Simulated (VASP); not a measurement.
## SrMgAuC6N6: single point with PBE

Crystal: SrMgAuC6N6.

```
CELL_PARAMETERS angstrom
0.00000 5.69893 5.69893
5.69893 0.00000 5.69893
5.69893 5.69893 0.00000
ATOMIC_POSITIONS crystal
Sr 0.75000 0.75000 0.75000
Mg 0.00000 0.00000 0.00000
C 0.80332 0.19668 0.19668
C 0.19668 0.19668 0.80332
C 0.80332 0.19668 0.80332
C 0.19668 0.80332 0.80332
C 0.80332 0.80332 0.19668
C 0.19668 0.80332 0.19668
Au 0.50000 0.50000 0.50000
N 0.70061 0.29939 0.29939
N 0.29939 0.29939 0.70061
N 0.70061 0.29939 0.70061
N 0.29939 0.70061 0.70061
N 0.70061 0.70061 0.29939
N 0.29939 0.70061 0.29939
```

```
Program             : VASP 6.6.1
Task                : single point
Functional          : PBE
Potentials or basis : VASP PAW PBE potentials, release 64 (Sr_sv, Mg, C, Au, N)
Cutoff              : 520 eV
k mesh              : 4 × 4 × 4
Occupations         : gaussian, width 0.1 eV
Spin                : collinear spin
Starting moments    : [0.0, 0.0, 0.0, 0.0, 0.0, 0.0, 0.0, 0.0, 1.0, 0.0, 0.0, 0.0, 0.0, 0.0, 0.0] μB
```

The pressure is 0.3 GPa and the largest force is 0.423 eV/Å. The band gap on the k mesh is zero (filled and empty bands overlap), the net moment is 1.00 μB per cell and the site moments are Sr -0.00; Mg +0.00; C +0.01; Au +0.58; N +0.06 μB. The valence electrons inside the program's atomic spheres are Sr 7.72; Mg 0.37; C 2.58; Au 9.40; N 3.86.

Forces in eV/Å, atoms in the order of the input:
```
Sr   0.000  0.000  0.000
Mg   0.000  0.000  0.000
C   -0.423  0.000  0.000
C    0.000  0.000 -0.423
C    0.000  0.423  0.000
C    0.423  0.000  0.000
C    0.000  0.000  0.423
C    0.000 -0.423  0.000
Au   0.000  0.000  0.000
N    0.423  0.000  0.000
N    0.000  0.000  0.423
N    0.000 -0.423  0.000
N   -0.423  0.000  0.000
N    0.000  0.000 -0.423
N    0.000  0.423  0.000
```

Levels at points of the mesh, in eV from the Fermi level:
Spin up:
```csv
k point,band 35,band 36,band 37,band 38,band 39,band 40,band 41,band 42,band 43,band 44
"(0.00, 0.00, 0.00)",-2.99,-2.99,-2.99,-0.37,-0.37,0.58,1.41,1.41,1.41,1.49
"(0.50, 0.00, 0.00)",-2.75,-2.56,-2.56,-0.51,-0.51,0.95,1.48,1.48,1.59,1.59
"(0.50, 0.50, 0.00)",-2.98,-2.73,-2.73,-0.61,-0.36,1.12,1.50,1.58,1.59,1.62
```
Spin down:
```tsv
k point	band 35	band 36	band 37	band 38	band 39	band 40	band 41	band 42
(0.00, 0.00, 0.00)	-2.82	-2.82	-2.82	0.09	0.09	0.58	1.41	1.41
(0.50, 0.00, 0.00)	-2.60	-2.51	-2.51	-0.02	-0.02	0.96	1.48	1.48
(0.50, 0.50, 0.00)	-2.82	-2.56	-2.56	-0.11	0.11	1.13	1.50	1.58
```

Run time: 31 min on 1 thread of Intel Xeon 8259CL, with other jobs on the host, peak memory 0.76 GiB.

Caveat: spin-orbit coupling is left out, which moves the levels of the heavy elements.
